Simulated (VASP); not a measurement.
Input of a VASP 6.6.1 run:

File INCAR:

```
SYSTEM = TiAl
PREC = Accurate ; ENCUT = 520
EDIFF = 1E-6 ; ISMEAR = 0
SIGMA = 0.15 ; LREAL = .FALSE.
LASPH = .TRUE. ; NELM = 80
ALGO = Fast ; ISIF = 2
LWAVE = .FALSE. ; LCHARG = .TRUE.
GGA = PS ; LELF = .TRUE.
LVHAR = .TRUE. ; NBANDS = 14
```

KPOINTS

```
Automatic mesh
0
G
  21 21 12
  0 0 0
```

File POSCAR:

```
TiAl
1.0
    2.9065446789      0.0000000000      0.0000000000
   -1.4532723394      2.5171415292      0.0000000000
    0.0000000000      0.0000000000      4.5524873213
Ti Al
1 1
Direct
    0.0000000000      0.0000000000      0.0000000000
    0.3333333333      0.6666666667      0.5000000000
```

Potentials or basis: VASP PAW PBE potentials, release 64 (Ti_sv, Al).

Run with:

```bash
$ cat potpaw_PBE.64/Ti_sv/POTCAR potpaw_PBE.64/Al/POTCAR > POTCAR
$ mpirun -np 1 vasp_std > vasp.out
```

(1) Predict the pressure.

Answers

(1) -2.7 GPa.

Caveat: the PAW data sets were made with another functional, which shifts forces and pressure a little.
